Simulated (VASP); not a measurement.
# Si (P-3m1) in VASP: a series of runs, part 2 of 2

VASP 6.6.1. Earlier steps stand in the parts before.

## (5) Single point, PBE

This run uses another cell than the first one, of 19.11 Å³/atom.

INCAR

```
SYSTEM = Si
ALGO     = Normal         ! electronic algorithm
EDIFF    = 1E-7           ! SCF threshold, eV
ENCUT    = 520            ! plane-wave cutoff, eV
GGA      = PE             ! functional
ISIF     = 2              ! what is computed and relaxed
ISMEAR   = 0              ! smearing method
LASPH    = .TRUE.         ! aspherical terms in the spheres
LCHARG   = .FALSE.        ! write CHGCAR
LREAL    = .FALSE.        ! projectors in reciprocal space
LWAVE    = .FALSE.        ! write WAVECAR
NBANDS   = 16             ! bands
NELM     = 80             ! most SCF steps
PREC     = Accurate       ! precision mode
SIGMA    = 0.1            ! smearing width, eV
```

KPOINTS

```
k-points
0
G
  12 12 8
  0 0 0
```

POSCAR

```
Si
1.0
    3.7514196364      0.0000000000      0.0000000000
   -1.8757098182      3.2488247054      0.0000000000
    0.0000000000      0.0000000000      6.2723066235
Si
4
Direct
    0.0000000000      0.0000000000      0.8119001133
    0.0000000000      0.0000000000      0.1880998867
    0.3333333333      0.6666666667      0.6634978397
    0.6666666667      0.3333333333      0.3365021603
```

Potentials or basis: VASP PAW PBE potentials, release 64 (Si).

The run is started by

```sh
$ cat potpaw_PBE.64/Si/POTCAR > POTCAR
$ mpirun -np 1 vasp_std > vasp.out
```

OUTCAR:

```text
SYSTEM = Si
   EDIFF = 1E-7
   ENCUT = 520
   GGA = PE
   ISIF = 2
   ISMEAR = 0
   LASPH = .TRUE.
   LREAL = .FALSE.
   NELM = 80
   PREC = Accurate

 ion  position               nearest neighbor table
   1  0.000  0.000  0.812-   3 2.36   3 2.36   3 2.36   2 2.36
   2  0.000  0.000  0.188-   4 2.36   4 2.36   4 2.36   1 2.36
   3  0.333  0.667  0.663-   1 2.36   1 2.36   1 2.36   4 2.98   4 2.98   4 2.98
   4  0.667  0.333  0.337-   2 2.36   2 2.36   2 2.36   3 2.98   3 2.98   3 2.98

  LATTYP: Found a hexagonal cell.
 ALAT       =     3.7514196364
 C/A-ratio  =     1.6719821378

  Lattice vectors:

 A1 = (   3.7514196364,   0.0000000000,   0.0000000000)
 A2 = (  -1.8757098182,   3.2488247054,   0.0000000000)
 A3 = (   0.0000000000,   0.0000000000,   6.2723066235)

Analysis of symmetry for initial positions (statically):
=====================================================================
 Subroutine PRICEL returns:
 Original cell was already a primitive cell.

 Routine SETGRP: Setting up the symmetry group for a
 hexagonal supercell.

 Subroutine GETGRP returns: Found 12 space group operations
[... 173 lines left out ...]
 fundamental gap:      0.0448140856
 Fermi energy:         6.0672721492

 k-point     1 :       0.0000    0.0000    0.0000
  band No.  band energies     occupation
      1      -5.8597      2.00000
      2      -3.4619      2.00000
      3      -0.8178      2.00000
      4       5.6302      2.00000
      5       5.6302      2.00000
      6       6.2350      0.01766
[... 433 lines left out ...]
      3      -0.2638      2.00000
      4       3.3994      2.00000
      5       4.3183      2.00000
      6       4.7517      2.00000
[... 8 lines left out ...]
     15      11.8038      0.00000
     16      11.9650      0.00000

 [... further k-points ...]

------------------------ aborting loop because EDIFF is reached ----------------------------------------

  FORCE on cell =-STRESS in cart. coord.  units (eV):
  Direction    XX          YY          ZZ          XY          YZ          ZX
  --------------------------------------------------------------------------------------
  -------------------------------------------------------------------------------------
  Total       -0.0224571     -0.0224571     -0.0220229     -0.0000000      0.0000000      0.0000000
  in kB       -0.4706678     -0.4706678     -0.4615687     -0.0000000      0.0000000      0.0000000
  external PRESSURE =      -0.4676348 kB  Pullay stress =       0.0000000 kB

 VOLUME and BASIS-vectors are now :
 -----------------------------------------------------------------------------
  energy-cutoff  :      520.00
  volume of cell :       76.45
      direct lattice vectors                 reciprocal lattice vectors
     3.751419636  0.000000000  0.000000000     0.266565753  0.153901809  0.000000000
    -1.875709818  3.248824705  0.000000000     0.000000000  0.307803618  0.000000000
     0.000000000  0.000000000  6.272306623     0.000000000  0.000000000  0.159430981

 POSITION                                       TOTAL-FORCE (eV/Angst)
 -----------------------------------------------------------------------------------
      0.00000      0.00000      5.09249         0.000000      0.000000     -0.003300
      0.00000      0.00000      1.17982        -0.000000     -0.000000      0.003300
     -0.00000      2.16588      4.16166         0.000000      0.000000      0.008067
      1.87571      1.08294      2.11064        -0.000000     -0.000000     -0.008067
 -----------------------------------------------------------------------------------
    total drift:                               -0.000000      0.000000      0.000000

  FREE ENERGIE OF THE ION-ELECTRON SYSTEM (eV)
  ---------------------------------------------------
  free  energy   TOTEN  =       -20.4489494062 eV

  energy  without entropy=      -20.4435273635  energy(sigma->0) =      -20.44623838
```

stdout:

```text
POSCAR found type information on POSCAR Si
 POSCAR found :  1 types and       4 ions
 scaLAPACK will be used
 LDA part: xc-table for (Slater+PW92), standard interpolation
 POSCAR, INCAR and KPOINTS ok, starting setup
 FFT: planning ... GRIDC
 FFT: planning ... GRID_SOFT
 FFT: planning ... GRID
 WAVECAR not read
 entering main loop
```

Wall time 1.9 min (1 thread of Intel Xeon Platinum 8488C (Sapphire Rapids), shared host); peak memory 0.25 GiB.

Results:

```yaml
Free_energy: -20.4489 eV
Pressure: 0.0 GPa
Largest_force: 0.008 eV/Å
Band_gap_on_the_k_mesh: zero (bands 8 and 9 overlap by 1.90 eV)
```

Forces on the atoms (eV/Å):
```
Si   0.000  0.000 -0.003
Si   0.000  0.000  0.003
Si   0.000  0.000  0.008
Si   0.000  0.000 -0.008
```

## (6) Summary

| task | cell | k mesh | cutoff (eV) | gap on the mesh (eV) | pressure (GPa) | largest force (eV/Å) |
| --- | --- | --- | --- | --- | --- | --- |
| single point | a = 3.326, b = 3.326, c = 5.541 Å, angles 90.0, 90.0, 120.0°, 4 atoms, atomic positions A | 6 × 6 × 4 | 520 | none | 54.9 | 1.85 |
| single point | a = 3.735, b = 3.735, c = 6.274 Å, angles 90.0, 90.0, 120.0°, 4 atoms, atomic positions B | 6 × 6 × 4 | 520 | none | -0.1 | 0.02 |
| relaxation of cell and atoms | relaxed from a = 3.326, b = 3.326, c = 5.541 Å, angles 90.0, 90.0, 120.0°, 4 atoms, atomic positions A | 6 × 6 × 4 | 600 | none | 0.0 | 0.04 |
| single point | a = 3.751, b = 3.751, c = 6.272 Å, angles 90.0, 90.0, 120.0°, 4 atoms, atomic positions C | 12 × 12 × 8 | 520 | none | 0.0 | 0.01 |

Alike in all rows: level PBE; potentials or basis VASP PAW PBE potentials, release 64 (Si); no spin polarisation; smearing gaussian 0.1 eV.

Caveats: some runs use coarse meshes; forces of over 1 eV/Å act on the atoms, so gaps and moduli don't describe the material at rest (at least some runs); the volume moved by over 15 % at a fixed basis, so the end points are rough (at least some runs).

Absolute energies hang on the potentials; compare differences alone.
